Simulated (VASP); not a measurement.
Set up this calculation in VASP 6.6.1, as the native input.

```
Task                   : single point
Functional             : PBE
Potentials or basis    : VASP PAW PBE potentials, release 64 (Sr_sv, Ti_sv, O)
Cutoff                 : 520 eV
k mesh                 : 8 × 8 × 8
Occupations            : gaussian, width 0.02 eV
Spin                   : no spin polarisation
Hubbard terms          : Ti d U = 4.0 eV
Dipole correction      : no
Further INCAR settings : ALGO = Normal; EDIFF = 1e-06; NBANDS = 28
```

The structure of SrTiO3 lies in POSCAR:

```
SrTiO3
1.0
    4.0655437138      0.0000000000      0.0000000000
    0.0000000000      4.0655437138      0.0000000000
    0.0000000000      0.0000000000      3.8786916352
Sr Ti O
1 1 3
Direct
    0.0000000000      0.0000000000      0.0000000000
    0.5000000000      0.5000000000      0.5000000000
    0.5000000000      0.0000000000      0.5000000000
    0.5000000000      0.5000000000      0.0000000000
    0.0000000000      0.5000000000      0.5000000000
```

The input as run:

INCAR

```
PREC = Accurate
ENCUT = 520
EDIFF = 1E-6
ISMEAR = 0
SIGMA = 0.02
LREAL = F
LASPH = T
NELM = 150
ALGO = Normal
ISIF = 2
LWAVE = F
LCHARG = F
LMAXMIX = 4
LDAU = T
LDAUTYPE = 2
LDAUL = -1 2 -1
LDAUU = 0 4 0
LDAUJ = 0 0 0
LDAUPRINT = 1
GGA = PE
NBANDS = 28
```

KPOINTS

```
regular mesh
0
Gamma
  8 8 8
```

Potentials or basis: VASP PAW PBE potentials, release 64 (Sr_sv, Ti_sv, O).

Run with:

```console
$ cat potpaw_PBE.64/Sr_sv/POTCAR potpaw_PBE.64/Ti_sv/POTCAR potpaw_PBE.64/O/POTCAR > POTCAR
$ mpirun -np 1 vasp_std > vasp.out
```

It gave:

```yaml
Pressure: -3.5 GPa
Band_gap_on_the_k_mesh: 2.16 eV (least direct gap 2.60 eV)
```

Caveat: the stress differs along the axes, from -7 to 3 GPa.

Run time: 66 s on 1 thread of AMD EPYC 9R45 96-Core Processor (Zen 5) (shared host), peak memory 0.24 GiB.
